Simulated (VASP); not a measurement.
# LaAgS2 (Pmmn) in VASP: single point with r2SCAN+rVV10

Aim: the single point of LaAgS2 with r2SCAN+rVV10.

Everything below comes from runs of VASP 6.6.1. Logs are shortened: lines on timing, memory, paths and dates and some standing lists are left out, and cuts for length are marked.

### Step 1. The cell of the first run

The structure is orthorhombic, space group Pmmn (No. 59). Conventional cell: a = 4.285 Å, b = 5.554 Å, c = 7.645 Å, α = 90.00°, β = 90.00°, γ = 90.00°. Within 3.8 Å of Ag (site symmetry mm2) lie 6 S at 2.79 to 2.92 Å and 5 La at 3.59 to 3.74 Å. Within 3.9 Å of S (site symmetry mm2) lie 4 Ag at 2.79 to 2.82 Å and 2 La at 2.80 Å and 6 S at 3.74 to 3.87 Å. S (site symmetry mm2) has 4 La at 2.86 to 2.98 Å and 2 Ag at 2.92 Å and 6 S at 3.77 to 3.87 Å within 3.9 Å. La (site symmetry mm2) has 6 S at 2.80 to 2.98 Å and 5 Ag at 3.59 to 3.74 Å within 3.8 Å.

### Step 2. Single point, r2SCAN+rVV10

Input file POSCAR:

```
LaAgS2
1.0
    4.2846515777      0.0000000000      0.0000000000
    0.0000000000      5.5538637920      0.0000000000
    0.0000000000      0.0000000000      7.6446964574
Ag S La
2 4 2
Direct
    0.0000000000      0.0000000000      0.8510875165
    0.5000000000      0.5000000000      0.1489124835
    0.0000000000      0.5000000000      0.9147974739
    0.5000000000      0.0000000000      0.0852025261
    0.0000000000      0.5000000000      0.4084800044
    0.5000000000      0.0000000000      0.5915199956
    0.0000000000      0.0000000000      0.3201126203
    0.5000000000      0.5000000000      0.6798873797
```

Input file INCAR.step1:

```
SYSTEM = LaAgS2
ALGO     = Normal         ! electronic algorithm
EDIFF    = 1E-4           ! SCF threshold, eV
ENCUT    = 520            ! plane-wave cutoff, eV
GGA      = PE             ! functional
ISMEAR   = -1             ! smearing method
LASPH    = .TRUE.         ! aspherical terms in the spheres
LCHARG   = .FALSE.        ! write CHGCAR
LREAL    = .FALSE.        ! projectors in reciprocal space
LWAVE    = .TRUE.         ! write WAVECAR
NBANDS   = 44             ! bands
NELM     = 60             ! most SCF steps
PREC     = Accurate       ! precision mode
SIGMA    = 0.03           ! smearing width, eV
```

Input file INCAR.step2:

```
SYSTEM = LaAgS2
ALGO     = Normal         ! electronic algorithm
BPARAM   = 11.95        
CPARAM   = 0.0093       
EDIFF    = 1E-7           ! SCF threshold, eV
ENCUT    = 520            ! plane-wave cutoff, eV
ISIF     = 2              ! what is computed and relaxed
ISMEAR   = -1             ! smearing method
ISTART   = 1            
IVDW_NL  = 2            
LASPH    = .TRUE.         ! aspherical terms in the spheres
LCHARG   = .TRUE.         ! write CHGCAR
LELF     = .TRUE.         ! ELF
LMIXTAU  = .TRUE.       
LREAL    = .FALSE.        ! projectors in reciprocal space
LUSE_VDW = .TRUE.       
LVHAR    = .TRUE.       
LWAVE    = .FALSE.        ! write WAVECAR
METAGGA  = R2SCAN         ! meta-GGA
NBANDS   = 44             ! bands
NELM     = 60             ! most SCF steps
PREC     = Accurate       ! precision mode
SIGMA    = 0.03           ! smearing width, eV
```

Input file KPOINTS:

```
k-points
0
G
  6 4 4
  0 0 0
```

Potentials or basis: VASP PAW PBE potentials, release 64 (Ag, S, La).

Run with:

```sh
$ cat potpaw_PBE.64/Ag/POTCAR potpaw_PBE.64/S/POTCAR potpaw_PBE.64/La/POTCAR > POTCAR
$ cp INCAR.step1 INCAR
$ mpirun -np 1 vasp_std > vasp.out
$ cp INCAR.step2 INCAR
$ mpirun -np 1 vasp_std > vasp.out
```

OUTCAR:

```text
SYSTEM = LaAgS2
   BPARAM = 11.95
   EDIFF = 1E-7
   ENCUT = 520
   ISIF = 2
   ISMEAR = -1
   ISTART = 1
   IVDW_NL = 2
   LASPH = .TRUE.
   LREAL = .FALSE.
   METAGGA = R2SCAN
   NELM = 60
   PREC = Accurate

 ion  position               nearest neighbor table
   1  0.000  0.000  0.851-   4 2.79   4 2.79   3 2.82   3 2.82   6 2.92   6 2.92   7 3.59
   2  0.500  0.500  0.149-   3 2.79   3 2.79   4 2.82   4 2.82   5 2.92   5 2.92   8 3.59
   3  0.000  0.500  0.915-   2 2.79   2 2.79   8 2.80   8 2.80   1 2.82   1 2.82
   4  0.500  0.000  0.085-   1 2.79   1 2.79   7 2.80   7 2.80   2 2.82   2 2.82
   5  0.000  0.500  0.408-   7 2.86   7 2.86   2 2.92   2 2.92   8 2.98   8 2.98
   6  0.500  0.000  0.592-   8 2.86   8 2.86   1 2.92   1 2.92   7 2.98   7 2.98
   7  0.000  0.000  0.320-   4 2.80   4 2.80   5 2.86   5 2.86   6 2.98   6 2.98   1 3.59
   8  0.500  0.500  0.680-   3 2.80   3 2.80   6 2.86   6 2.86   5 2.98   5 2.98   2 3.59

  LATTYP: Found a simple orthorhombic cell.
 ALAT       =     4.2846515777
 B/A-ratio  =     1.2962229697
 C/A-ratio  =     1.7842049275

  Lattice vectors:

 A1 = (   4.2846515777,   0.0000000000,   0.0000000000)
 A2 = (   0.0000000000,   5.5538637920,   0.0000000000)
 A3 = (   0.0000000000,   0.0000000000,   7.6446964574)

Analysis of symmetry for initial positions (statically):
=====================================================================
 Subroutine PRICEL returns:
 Original cell was already a primitive cell.

 Routine SETGRP: Setting up the symmetry group for a
 simple orthorhombic supercell.

 Subroutine GETGRP returns: Found  8 space group operations
 (whereof  4 operations were pure point group operations)
 out of a pool of  8 trial point group operations.

The static configuration has the point symmetry C_2v.
 The point group associated with its full space group is D_2h.

Analysis of symmetry for dynamics (positions and initial velocities):
=====================================================================
 Subroutine PRICEL returns:
 Original cell was already a primitive cell.

 Routine SETGRP: Setting up the symmetry group for a
 simple orthorhombic supercell.

 Subroutine GETGRP returns: Found  8 space group operations
 (whereof  4 operations were pure point group operations)
 out of a pool of  8 trial point group operations.

The dynamic configuration has the point symmetry C_2v.
 The point group associated with its full space group is D_2h.

 Subroutine INISYM returns: Found  8 space group operations
 (whereof  4 operations are pure point group operations),
 and found     1 'primitive' translations

----------------------------------------------------------------------------------------

                                     Primitive cell

  volume of cell :     181.9160

  direct lattice vectors                    reciprocal lattice vectors
     4.284651578  0.000000000  0.000000000     0.233391206  0.000000000  0.000000000
     0.000000000  5.553863792  0.000000000     0.000000000  0.180054830  0.000000000
     0.000000000  0.000000000  7.644696457     0.000000000  0.000000000  0.130809641

  length of vectors
     4.284651578  5.553863792  7.644696457     0.233391206  0.180054830  0.130809641

  position of ions in fractional coordinates (direct lattice)
     0.000000000  0.000000000  0.851087517
     0.500000000  0.500000000  0.148912483
     0.000000000  0.500000000  0.914797474
     0.500000000  0.000000000  0.085202526
     0.000000000  0.500000000  0.408480004
     0.500000000  0.000000000  0.591519996
     0.000000000  0.000000000  0.320112620
     0.500000000  0.500000000  0.679887380

  ion indices of the primitive-cell ions
   primitive index   ion index
                 1           1
                 2           2
                 3           3
                 4           4
                 5           5
                 6           6
                 7           7
                 8           8

----------------------------------------------------------------------------------------

 KPOINTS: k-points

Automatic generation of k-mesh.
 Grid dimensions read from file:
 generate k-points for:    6    4    4

 Generating k-lattice:

  Cartesian coordinates                     Fractional coordinates (reciprocal lattice)
     0.038898534  0.000000000  0.000000000     0.166666667  0.000000000  0.000000000
     0.000000000  0.045013707  0.000000000     0.000000000  0.250000000  0.000000000
     0.000000000  0.000000000  0.032702410     0.000000000  0.000000000  0.250000000

  Length of vectors
     0.038898534  0.045013707  0.032702410

  Shift w.r.t. Gamma in fractional coordinates (k-lattice)
     0.000000000  0.000000000  0.000000000

 Subroutine IBZKPT returns following result:
 ===========================================

 Found     36 irreducible k-points:

 Following reciprocal coordinates:
            Coordinates               Weight
  0.000000  0.000000  0.000000      1.000000
  0.166667  0.000000  0.000000      2.000000
  0.333333  0.000000  0.000000      2.000000
  0.500000  0.000000  0.000000      1.000000
  0.000000  0.250000  0.000000      2.000000
  0.166667  0.250000  0.000000      4.000000
[... 16 lines left out ...]
  0.333333  0.500000  0.250000      4.000000
  0.500000  0.500000  0.250000      2.000000
 [... further k-points ...]
   k-points           NKPTS =     36   k-points in BZ     NKDIM =     36   number of bands    NBANDS=     44
   number of dos      NEDOS =    301   number of ions     NIONS =      8
   total plane-waves  NPLWV =  80640
   dimension x,y,z NGX =    32 NGY =   42 NGZ =   60
   dimension x,y,z NGXF=    64 NGYF=   84 NGZF=  120
   ions per type =               2   4   2
   NGX,Y,Z   is equivalent  to a cutoff of  12.42, 12.57, 13.05 a.u.
   NGXF,Y,Z  is equivalent  to a cutoff of  24.83, 25.14, 26.10 a.u.
 SYSTEM =  LaAgS2
   PREC   = accura    normal or accurate (medium, high low for compatibility)
   ISTART =      1    job   : 0-new  1-cont  2-samecut
   ICHARG =      0    charge: 1-file 2-atom 10-const
   ISPIN  =      1    spin polarized calculation?
   LNONCOLLINEAR =      F non collinear calculations
   LSORBIT =      F    spin-orbit coupling
   LASPH  =      T    aspherical Exc in radial PAW
   ENCUT  =  520.0 eV  38.22 Ry    6.18 a.u.   7.97 10.33 14.21*2*pi/ulx,y,z
   NELM   =     60;   NELMIN=  2; NELMDL=  0     # of ELM steps
   EDIFF  = 0.1E-06   stopping-criterion for ELM
   LREAL  =      F    real-space projection
   EDIFFG = 0.1E-05   stopping-criterion for IOM
   NSW    =      0    number of steps for IOM
   IBRION =     -1    ionic relax: 0-MD 1-quasi-New 2-CG
   NFREE  =      0    steps in history (QN), initial steepest desc. (CG)
   ISIF   =      2    stress and relaxation
   ISYM   =      2    0-nonsym 1-usesym 2-fastsym
   POTIM  = 0.5000    time-step for ionic-motion
   TEBEG  =    0.0;   TEEND  =   0.0 temperature during run
   PSTRESS=    0.0 pullay stress
   NELECT =      68.0000    total number of electrons
   NUPDOWN=      -1.0000    fix difference up-down
   EMIN   =  10.00;   EMAX   =-10.00  energy-range for DOS
   EFERMI =   0.00;   METHOD = LEGACY
   ISMEAR =    -1;   SIGMA  =   0.03  broadening in eV -4-tet -1-fermi 0-gaus
   EFERMI_NEDOS =   21; number of points for ismear=-14 and -15
   IALGO  =     38    algorithm
   IMIX   =      4    mixing-type and parameters
     AMIX     =   0.40;   BMIX     =  1.00
     AMIX_MAG =   1.60;   BMIX_MAG =  1.00
  volume/ion in A,a.u.               =      22.74       153.45
  Fermi-wavevector in a.u.,A,eV,Ry     =   1.179291  2.228536 18.921978  1.390726
  Thomas-Fermi vector in A             =   2.315604
   LORBIT       =      0    0 simple, 1 ext, 2 COOP (PROOUT), +10 PAW based schemes
   METAGGA = R2SCAN    functional components
   LHFCALC =     F    Hartree Fock is set to
   AEXX    =    0.0000 exact exchange contribution
   IVDW_NL    =     2    kernel type
   BPARAM     =11.9500
   IVDW    =     0    specifies the selected vdW correction
   LEPSILON=     F    determine dielectric tensor
   LRPA    =     F    only Hartree local field effects (RPA)
 non-spin polarized calculation
  energy-cutoff  :      520.00
  volume of cell :      181.92
 maximum number of plane-waves:      4938
 NGX is ok and might be reduce to    32
   NGX = 15   NGY = 21   NGZ = 29

 number of electron      67.9999989 magnetization

 Free energy of the ion-electron system (eV)
  ---------------------------------------------------
  ext. energy  EPLUGINS =         0.00000000
  ---------------------------------------------------
  free energy    TOTEN  =      -145.21271742 eV

  energy without entropy =     -145.21271742  energy(sigma->0) =     -145.21271742

 E-fermi :   6.9815     XC(G=0): -10.7323

 val. band max:        6.3413830946   @ k =   0.5000   0.5000   0.5000
 cond. band min:       8.2683040172   @ k =   0.0000   0.0000   0.0000
 fundamental gap:      1.9269209225
 Fermi energy:         6.9814670949

 k-point     1 :       0.0000    0.0000    0.0000
  band No.  band energies     occupation
      1     -26.7827      2.00000
      2     -26.7585      2.00000
      3     -10.5864      2.00000
      4     -10.3043      2.00000
      5     -10.2831      2.00000
      6     -10.1464      2.00000
[... 36 lines left out ...]
     43       9.6469      0.00000
     44       9.6876      0.00000

 k-point     2 :       0.1667    0.0000    0.0000
  band No.  band energies     occupation
      1     -26.7764      2.00000
      2     -26.7554      2.00000
      3     -10.5146      2.00000
      4     -10.3180      2.00000
      5     -10.2866      2.00000
      6     -10.1585      2.00000
[... 36 lines left out ...]
     43       9.6236      0.00000
     44       9.6819      0.00000

 k-point     3 :       0.3333    0.0000    0.0000
  band No.  band energies     occupation
      1     -26.7625      2.00000
      2     -26.7503      2.00000
      3     -10.5221      2.00000
      4     -10.4729      2.00000
      5     -10.3325      2.00000
      6     -10.2432      2.00000
[... 976 lines left out ...]
     43       9.6255      0.00000
     44       9.6255      0.00000

 k-point    24 :       0.5000    0.5000    0.2500
  band No.  band energies     occupation
      1     -26.7501      2.00000
      2     -26.7501      2.00000
      3     -10.7098      2.00000
      4     -10.7098      2.00000
      5     -10.3026      2.00000
      6     -10.3026      2.00000
[... 36 lines left out ...]
     43       9.6283      0.00000
     44       9.6283      0.00000

 [... further k-points ...]

------------------------ aborting loop because EDIFF is reached ----------------------------------------

  FORCE on cell =-STRESS in cart. coord.  units (eV):
  Direction    XX          YY          ZZ          XY          YZ          ZX
  --------------------------------------------------------------------------------------
  -------------------------------------------------------------------------------------
  Total       -0.0241411     -0.0419609      0.0146851      0.0000000      0.0000000      0.0000000
  in kB       -0.2126167     -0.3695595      0.1293347      0.0000000      0.0000000      0.0000000
  external PRESSURE =      -0.1509472 kB  Pullay stress =       0.0000000 kB

 VOLUME and BASIS-vectors are now :
 -----------------------------------------------------------------------------
  energy-cutoff  :      520.00
  volume of cell :      181.92
      direct lattice vectors                 reciprocal lattice vectors
     4.284651578  0.000000000  0.000000000     0.233391206  0.000000000  0.000000000
     0.000000000  5.553863792  0.000000000     0.000000000  0.180054830  0.000000000
     0.000000000  0.000000000  7.644696457     0.000000000  0.000000000  0.130809641

 POSITION                                       TOTAL-FORCE (eV/Angst)
 -----------------------------------------------------------------------------------
      0.00000      0.00000      6.50631         0.000000      0.000000     -0.001563
      2.14233      2.77693      1.13839         0.000000      0.000000      0.001563
      0.00000      2.77693      6.99335         0.000000      0.000000     -0.012287
      2.14233      0.00000      0.65135         0.000000      0.000000      0.012287
      0.00000      2.77693      3.12271         0.000000      0.000000     -0.002432
      2.14233      0.00000      4.52199         0.000000      0.000000      0.002432
      0.00000      0.00000      2.44716         0.000000      0.000000     -0.000285
      2.14233      2.77693      5.19753         0.000000      0.000000      0.000285
 -----------------------------------------------------------------------------------
    total drift:                                0.000000     -0.000000      0.000000

  FREE ENERGIE OF THE ION-ELECTRON SYSTEM (eV)
  ---------------------------------------------------
  free  energy   TOTEN  =      -145.2127174211 eV

  energy  without entropy=     -145.2127174211  energy(sigma->0) =     -145.21271742
```

Wall time 23 min (1 thread of Intel Xeon 6975P-C (Granite Rapids), shared host); peak memory 0.78 GiB.

Results:

| Quantity | Value |
| --- | --- |
| Free energy | -145.2127 eV |
| Pressure | 0.0 GPa |
| Largest force | 0.012 eV/Å |
| Band gap on the k mesh | 1.93 eV (least direct gap 2.29 eV) |

Forces on the atoms (eV/Å):
```
Ag   0.000  0.000 -0.002
Ag   0.000  0.000  0.002
S    0.000  0.000 -0.012
S    0.000  0.000  0.012
S    0.000  0.000 -0.002
S    0.000  0.000  0.002
La   0.000  0.000  0.000
La   0.000  0.000  0.000
```

Caveat: the PAW data sets were made with another functional, which shifts forces and pressure a little; spin-orbit coupling is left out, which moves the levels of the heavy elements.
